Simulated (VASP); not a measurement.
# ZrZn4N (F-43m) in VASP: a series of runs

The runs below take ZrZn4N through relaxation of cell and atoms, single point, with PBE.

All numbers are computed with VASP 6.6.1; they aren't measurements. Logs are shortened: lines on timing, memory, paths and dates and some standing lists are left out, and cuts for length are marked.

## (1) The cell of the first run

Symmetry: F-43m, No. 216, cubic system. The conventional cell has a = 7.378 Å, b = 7.378 Å, c = 7.378 Å, α = 90.00°, β = 90.00°, γ = 90.00°. Zr (site symmetry -43m) has 12 Zn at 3.02 Å and 6 N at 3.69 Å within 4.0 Å. Within 2.6 Å of Zn (site symmetry 3m) lie 3 Zn at 1.97 Å and 1 N at 1.99 Å. Within 2.6 Å of N (site symmetry -43m) lie 4 Zn at 1.99 Å.

The cell was built from a structure type or drawn by symmetry, and may not be a known phase.

## (2) Relaxation of cell and atoms, PBE

INCAR reads:

```
SYSTEM = ZrZn4N
PREC     = Accurate       ! precision mode
ENCUT    = 600            ! plane-wave cutoff, eV
EDIFF    = 1E-6           ! SCF threshold, eV
ISMEAR   = 0              ! smearing method
SIGMA    = 0.1            ! smearing width, eV
LREAL    = .FALSE.        ! projectors in reciprocal space
LASPH    = .TRUE.         ! aspherical terms in the spheres
NELM     = 100            ! most SCF steps
ALGO     = Normal         ! electronic algorithm
ISIF     = 3              ! what is computed and relaxed
LWAVE    = .FALSE.        ! write WAVECAR
LCHARG   = .FALSE.        ! write CHGCAR
GGA      = PE             ! functional
IBRION   = 2              ! ionic algorithm
NSW      = 90             ! ionic steps
EDIFFG   = -0.04          ! ionic threshold
```

KPOINTS reads:

```
Automatic mesh
0
G
  4 4 4
  0 0 0
```

POSCAR reads:

```
ZrZn4N
1.0
    0.0000000000      3.6888760600      3.6888760600
    3.6888760600      0.0000000000      3.6888760600
    3.6888760600      3.6888760600      0.0000000000
Zr Zn N
1 4 1
Direct
    0.5000000000      0.5000000000      0.5000000000
    0.1555672300      0.1555672300      0.1555672300
    0.1555672300      0.1555672300      0.5332983200
    0.1555672300      0.5332983200      0.1555672300
    0.5332983200      0.1555672300      0.1555672300
    0.0000000000      0.0000000000      0.0000000000
```

Potentials or basis: VASP PAW PBE potentials, release 64 (Zr_sv, Zn, N).

The run is started by

```
$ cat potpaw_PBE.64/Zr_sv/POTCAR potpaw_PBE.64/Zn/POTCAR potpaw_PBE.64/N/POTCAR > POTCAR
$ mpirun -np 1 vasp_std > vasp.out
```

OUTCAR:

```text
SYSTEM = ZrZn4N
   PREC = Accurate
   ENCUT = 600
   EDIFF = 1E-6
   ISMEAR = 0
   LREAL = .FALSE.
   LASPH = .TRUE.
   NELM = 100
   ISIF = 3
   GGA = PE
   IBRION = 2
   NSW = 90
   EDIFFG = -0.04

 ion  position               nearest neighbor table
   1  0.500  0.500  0.500-   3 3.02   4 3.02   5 3.02   2 3.02   2 3.02   2 3.02   4 3.02   4 3.02
                             5 3.02   3 3.02   3 3.02   5 3.02
   2  0.156  0.156  0.156-   3 1.97   4 1.97   5 1.97   6 1.99   1 3.02   1 3.02   1 3.02
   3  0.156  0.156  0.533-   2 1.97   4 1.97   5 1.97   6 1.99   1 3.02   1 3.02   1 3.02
   4  0.156  0.533  0.156-   2 1.97   3 1.97   5 1.97   6 1.99   1 3.02   1 3.02   1 3.02
   5  0.533  0.156  0.156-   2 1.97   3 1.97   4 1.97   6 1.99   1 3.02   1 3.02   1 3.02
   6  0.000  0.000  0.000-   3 1.99   4 1.99   5 1.99   2 1.99

  LATTYP: Found a face centered cubic cell.
 ALAT       =     7.3777521200

  Lattice vectors:

 A1 = (   0.0000000000,   3.6888760600,   3.6888760600)
 A2 = (   3.6888760600,   0.0000000000,   3.6888760600)
 A3 = (   3.6888760600,   3.6888760600,   0.0000000000)

Analysis of symmetry for initial positions (statically):
=====================================================================
 Subroutine PRICEL returns:
 Original cell was already a primitive cell.

 Routine SETGRP: Setting up the symmetry group for a
 face centered cubic supercell.

 Subroutine GETGRP returns: Found 24 space group operations
 (whereof 24 operations were pure point group operations)
 out of a pool of 48 trial point group operations.

The static configuration has the point symmetry T_d .

Analysis of symmetry for dynamics (positions and initial velocities):
=====================================================================
 Subroutine PRICEL returns:
 Original cell was already a primitive cell.

 Routine SETGRP: Setting up the symmetry group for a
 face centered cubic supercell.

 Subroutine GETGRP returns: Found 24 space group operations
 (whereof 24 operations were pure point group operations)
 out of a pool of 48 trial point group operations.

The dynamic configuration has the point symmetry T_d .

 Subroutine INISYM returns: Found 24 space group operations
 (whereof 24 operations are pure point group operations),
 and found     1 'primitive' translations

----------------------------------------------------------------------------------------

                                     Primitive cell

  volume of cell :     100.3950

  direct lattice vectors                    reciprocal lattice vectors
     0.000000000  3.688876060  3.688876060    -0.135542640  0.135542640  0.135542640
     3.688876060  0.000000000  3.688876060     0.135542640 -0.135542640  0.135542640
     3.688876060  3.688876060  0.000000000     0.135542640  0.135542640 -0.135542640

  length of vectors
     5.216858554  5.216858554  5.216858554     0.234766739  0.234766739  0.234766739

  position of ions in fractional coordinates (direct lattice)
     0.500000000  0.500000000  0.500000000
     0.155567230  0.155567230  0.155567230
     0.155567230  0.155567230  0.533298320
     0.155567230  0.533298320  0.155567230
     0.533298320  0.155567230  0.155567230
     0.000000000  0.000000000  0.000000000

  ion indices of the primitive-cell ions
   primitive index   ion index
                 1           1
                 2           2
                 3           3
                 4           4
                 5           5
                 6           6

----------------------------------------------------------------------------------------

 KPOINTS: Automatic mesh

Automatic generation of k-mesh.
 Grid dimensions read from file:
 generate k-points for:    4    4    4

 Generating k-lattice:

  Cartesian coordinates                     Fractional coordinates (reciprocal lattice)
    -0.033885660  0.033885660  0.033885660     0.250000000  0.000000000  0.000000000
     0.033885660 -0.033885660  0.033885660     0.000000000  0.250000000  0.000000000
     0.033885660  0.033885660 -0.033885660     0.000000000  0.000000000  0.250000000

  Length of vectors
     0.058691685  0.058691685  0.058691685

  Shift w.r.t. Gamma in fractional coordinates (k-lattice)
     0.000000000  0.000000000  0.000000000

 Subroutine IBZKPT returns following result:
 ===========================================

 Found      8 irreducible k-points:

 Following reciprocal coordinates:
            Coordinates               Weight
  0.000000  0.000000  0.000000      1.000000
  0.250000  0.000000  0.000000      8.000000
  0.500000  0.000000  0.000000      4.000000
  0.250000  0.250000  0.000000      6.000000
  0.500000  0.250000  0.000000     24.000000
 -0.250000  0.250000  0.000000     12.000000
  0.500000  0.500000  0.000000      3.000000
 -0.250000  0.500000  0.250000      6.000000
   k-points           NKPTS =      8   k-points in BZ     NKDIM =      8   number of bands    NBANDS=     39
   number of dos      NEDOS =    301   number of ions     NIONS =      6
   total plane-waves  NPLWV =  74088
   dimension x,y,z NGX =    42 NGY =   42 NGZ =   42
   dimension x,y,z NGXF=    84 NGYF=   84 NGZF=   84
   ions per type =               1   4   1
   NGX,Y,Z   is equivalent  to a cutoff of  13.38, 13.38, 13.38 a.u.
   NGXF,Y,Z  is equivalent  to a cutoff of  26.77, 26.77, 26.77 a.u.
 SYSTEM =  ZrZn4N
   PREC   = accura    normal or accurate (medium, high low for compatibility)
   ISTART =      0    job   : 0-new  1-cont  2-samecut
   ICHARG =      2    charge: 1-file 2-atom 10-const
   ISPIN  =      1    spin polarized calculation?
   LNONCOLLINEAR =      F non collinear calculations
   LSORBIT =      F    spin-orbit coupling
   LASPH  =      T    aspherical Exc in radial PAW
   ENCUT  =  600.0 eV  44.10 Ry    6.64 a.u.  10.42 10.42 10.42*2*pi/ulx,y,z
   NELM   =    100;   NELMIN=  2; NELMDL= -5     # of ELM steps
   EDIFF  = 0.1E-05   stopping-criterion for ELM
   LREAL  =      F    real-space projection
   EDIFFG = -.4E-01   stopping-criterion for IOM
   NSW    =     90    number of steps for IOM
   IBRION =      2    ionic relax: 0-MD 1-quasi-New 2-CG
   NFREE  =      1    steps in history (QN), initial steepest desc. (CG)
   ISIF   =      3    stress and relaxation
   ISYM   =      2    0-nonsym 1-usesym 2-fastsym
   POTIM  = 0.5000    time-step for ionic-motion
   TEBEG  =    0.0;   TEEND  =   0.0 temperature during run
   PSTRESS=    0.0 pullay stress
   NELECT =      65.0000    total number of electrons
   NUPDOWN=      -1.0000    fix difference up-down
   EMIN   =  10.00;   EMAX   =-10.00  energy-range for DOS
   EFERMI =   0.00;   METHOD = LEGACY
   ISMEAR =     0;   SIGMA  =   0.10  broadening in eV -4-tet -1-fermi 0-gaus
   EFERMI_NEDOS =   21; number of points for ismear=-14 and -15
   IALGO  =     38    algorithm
   IMIX   =      4    mixing-type and parameters
     AMIX     =   0.40;   BMIX     =  1.00
     AMIX_MAG =   1.60;   BMIX_MAG =  1.00
  volume/ion in A,a.u.               =      16.73       112.92
  Fermi-wavevector in a.u.,A,eV,Ry     =   1.416256  2.676337 27.290324  2.005782
  Thomas-Fermi vector in A             =   2.537610
   LORBIT       =      0    0 simple, 1 ext, 2 COOP (PROOUT), +10 PAW based schemes
   GGA     = PE    functional components
   LHFCALC =     F    Hartree Fock is set to
   AEXX    =    0.0000 exact exchange contribution
   IVDW    =     0    specifies the selected vdW correction
   LEPSILON=     F    determine dielectric tensor
   LRPA    =     F    only Hartree local field effects (RPA)
 conjugate gradient relaxation of ions
 non-spin polarized calculation
 Gauss-broadening in eV      SIGMA  =   0.10
  energy-cutoff  :      600.00
  volume of cell :      100.40
 maximum number of plane-waves:      3383
 NGX is ok and might be reduce to    42
   NGX = 21   NGY = 21   NGZ = 21

--------------------------------------- Ionic step        1  -------------------------------------------

 number of electron      64.9999957 magnetization

 Free energy of the ion-electron system (eV)
  ---------------------------------------------------
  ext. energy  EPLUGINS =         0.00000000
  ---------------------------------------------------
  free energy    TOTEN  =       -11.37894557 eV

  energy without entropy =      -11.35827113  energy(sigma->0) =      -11.36860835

------------------------ aborting loop because EDIFF is reached ----------------------------------------

  FORCE on cell =-STRESS in cart. coord.  units (eV):
  Direction    XX          YY          ZZ          XY          YZ          ZX
  --------------------------------------------------------------------------------------
  -------------------------------------------------------------------------------------
  Total       25.4793656     25.4793656     25.4793656      0.0000000      0.0000000     -0.0000000
  in kB      406.6183793    406.6183793    406.6183793      0.0000000      0.0000000     -0.0000000
  external PRESSURE =     406.6183793 kB  Pullay stress =       0.0000000 kB
[... 101 lines left out ...]
  FREE ENERGIE OF THE ION-ELECTRON SYSTEM (eV)
  ---------------------------------------------------
  free  energy   TOTEN  =       -16.9827942210 eV

  energy  without entropy=      -16.9614763652  energy(sigma->0) =      -16.97213529

 E-fermi :   3.1604     XC(G=0): -10.0529

 val. band max:        3.0402352262   @ k =   0.2500   0.2500   0.0000
 cond. band min:       3.1613860752   @ k =   0.5000   0.5000   0.0000
 fundamental gap:      0.1211508490
 Fermi energy:         3.1604212428

 k-point     1 :       0.0000    0.0000    0.0000
  band No.  band energies     occupation
      1     -46.5533      2.00000
      2     -24.5399      2.00000
      3     -24.5399      2.00000
      4     -24.5399      2.00000
      5     -12.9455      2.00000
      6      -5.3960      2.00000
[... 325 lines left out ...]
     38       7.1318      0.00000
     39       7.2451      0.00000

[... ionic steps 4 to 8 ...]

--------------------------------------- Ionic step        9  -------------------------------------------

 number of electron      64.9999981 magnetization

------------------------ aborting loop because EDIFF is reached ----------------------------------------

  FORCE on cell =-STRESS in cart. coord.  units (eV):
  Direction    XX          YY          ZZ          XY          YZ          ZX
  --------------------------------------------------------------------------------------
  -------------------------------------------------------------------------------------
  Total        0.0598335      0.0598335      0.0598335      0.0000000     -0.0000000      0.0000000
  in kB        0.7788451      0.7788451      0.7788451      0.0000000     -0.0000000      0.0000000
  external PRESSURE =       0.7788451 kB  Pullay stress =       0.0000000 kB
[... 65 lines left out ...]
  energy  without entropy=      -18.2437813550  energy(sigma->0) =      -18.25469277

--------------------------------------- Ionic step       11  -------------------------------------------

 number of electron      64.9999988 magnetization

 Free energy of the ion-electron system (eV)
  ---------------------------------------------------
  ext. energy  EPLUGINS =         0.00000000
  ---------------------------------------------------
  free energy    TOTEN  =       -18.26619147 eV

  energy without entropy =      -18.24438145  energy(sigma->0) =      -18.25528646

 E-fermi :   2.5823     XC(G=0):  -9.6126

 val. band max:        2.4941886306   @ k =   0.2500   0.2500   0.0000
 cond. band min:       2.6668321055   @ k =   0.5000   0.2500   0.0000
 fundamental gap:      0.1726434749
 Fermi energy:         2.5823046079

 k-point     1 :       0.0000    0.0000    0.0000
  band No.  band energies     occupation
      1     -47.3775      2.00000
      2     -25.3439      2.00000
      3     -25.3439      2.00000
      4     -25.3439      2.00000
      5     -12.6856      2.00000
      6      -5.4936      2.00000
[... 358 lines left out ...]
  FREE ENERGIE OF THE ION-ELECTRON SYSTEM (eV)
  ---------------------------------------------------
  free  energy   TOTEN  =       -18.2661914712 eV

  energy  without entropy=      -18.2443814494  energy(sigma->0) =      -18.25528646

 reached required accuracy - stopping structural energy minimisation
```

It took 3.9 min on 1 thread of Intel Xeon 6975P-C (Granite Rapids), shared host; peak memory 0.28 GiB.

Results:

```yaml
Free_energy: -18.2662 eV
Relaxed_volume: 20.52 Å³/atom
Relaxed_cell: a = 5.584 Å, b = 5.584 Å, c = 5.584 Å, α = 60.00°, β = 60.00°, γ = 60.00°
Space_group_after_relaxing_to_0.1_Å: F-43m (No. 216)
Pressure_after_relaxing: 0.1 GPa
Largest_force_after_relaxing: 0.011 eV/Å
Band_gap_on_the_k_mesh: zero (an odd number of electrons rules out a gap without spin polarisation)
```

Forces in eV/Å, atoms in the order of the input:
```
Zr   0.000  0.000  0.000
Zn   0.006  0.006  0.006
Zn  -0.006 -0.006  0.006
Zn  -0.006  0.006 -0.006
Zn   0.006 -0.006 -0.006
N    0.000  0.000  0.000
```

Final structure:
```xyz
6
Lattice="0.0000 3.9488 3.9488 3.9488 0.0000 3.9488 3.9488 3.9488 0.0000" Properties=species:S:1:pos:R:3 pbc="T T T"
Zr    3.9488    3.9488    3.9488
Zn    1.0974    1.0974    1.0974
Zn    2.8514    2.8514    1.0974
Zn    2.8514    1.0974    2.8514
Zn    1.0974    2.8514    2.8514
N     0.0000    0.0000    0.0000
```

Caveat: the k points lie up to 0.34 Å⁻¹ apart in the final cell, too coarse for converged energies and pressures of a metal; the volume moved by over 15 % at a fixed basis, so the end points are rough.

## (3) Single point, PBE, collinear spin

This run uses another cell than the first one, of 20.45 Å³/atom.

INCAR reads:

```
SYSTEM = ZrZn4N
PREC     = Accurate       ! precision mode
ENCUT    = 520            ! plane-wave cutoff, eV
EDIFF    = 1E-7           ! SCF threshold, eV
ISMEAR   = 0              ! smearing method
SIGMA    = 0.1            ! smearing width, eV
LREAL    = .FALSE.        ! projectors in reciprocal space
LASPH    = .TRUE.         ! aspherical terms in the spheres
NELM     = 150            ! most SCF steps
ALGO     = Normal         ! electronic algorithm
ISIF     = 2              ! what is computed and relaxed
LWAVE    = .FALSE.        ! write WAVECAR
LCHARG   = .FALSE.        ! write CHGCAR
ISPIN    = 2              ! spin polarisation
MAGMOM   = 1 0 0 0 0 0    ! initial moments
LORBIT   = 11             ! projections on sites
LMAXMIX  = 4              ! l up to which the mixer works
GGA      = PE             ! functional
NBANDS   = 46             ! bands
```

KPOINTS reads:

```
regular mesh
0
G
  4 4 4
  0 0 0
```

POSCAR reads:

```
ZrZn4N
1.0
    0.0000000000      3.9439732272      3.9439732272
    3.9439732272      0.0000000000      3.9439732272
    3.9439732272      3.9439732272      0.0000000000
Zr Zn N
1 4 1
Direct
    0.5000000000      0.5000000000      0.5000000000
    0.8610650084      0.4168049748      0.8610650084
    0.8610650084      0.8610650084      0.8610650084
    0.4168049748      0.8610650084      0.8610650084
    0.8610650084      0.8610650084      0.4168049748
    0.0000000000      0.0000000000      0.0000000000
```

Potentials or basis: VASP PAW PBE potentials, release 64 (Zr_sv, Zn, N).

The run is started by

```
$ cat potpaw_PBE.64/Zr_sv/POTCAR potpaw_PBE.64/Zn/POTCAR potpaw_PBE.64/N/POTCAR > POTCAR
$ mpirun -np 1 vasp_std > vasp.out
```

Wall time 76 s (1 thread of Intel Xeon 6975P-C (Granite Rapids), shared host); peak memory 0.35 GiB.

The run converged. Its results:

```
Free energy                                           : -18.2801 eV
Pressure                                              : 0.6 GPa
Largest force                                         : 0.047 eV/Å
Net moment                                            : 1.11 μB per cell
Site moments                                          : Zr +0.56; Zn +0.01; N +0.03 μB
Valence electrons inside the program's atomic spheres : Zr 9.59; Zn 10.89; N 3.69
```

Forces on the atoms (eV/Å):
```
Zr   0.000  0.000  0.000
Zn   0.027 -0.027  0.027
Zn  -0.027 -0.027 -0.027
Zn  -0.027  0.027  0.027
Zn   0.027  0.027 -0.027
N    0.000  0.000  0.000
```

Levels at points of the mesh, in eV from the Fermi level:
Spin up:
```
           k point  band 31  band 32  band 33  band 34  band 35  band 36
(0.00, 0.00, 0.00)    -1.67    -1.67    -0.75    -0.75     1.25     2.79
(0.50, 0.00, 0.00)    -0.88    -0.88     0.33     0.33     0.33     0.75
(0.50, 0.50, 0.00)    -0.32    -0.31    -0.01    -0.01     0.05     1.17
```
Spin down:
```
           k point  band 28  band 29  band 30  band 31  band 32  band 33  band 34  band 35  band 36  band 37
(0.00, 0.00, 0.00)    -3.53    -3.53    -1.46    -1.46    -1.46    -0.27    -0.27     1.58     3.21     3.21
(0.50, 0.00, 0.00)    -3.81    -3.81    -0.81    -0.71    -0.71     0.79     0.79     0.80     1.24     1.24
(0.50, 0.50, 0.00)    -4.17    -3.28    -2.64     0.07     0.16     0.22     0.22     0.64     1.57     1.57
```
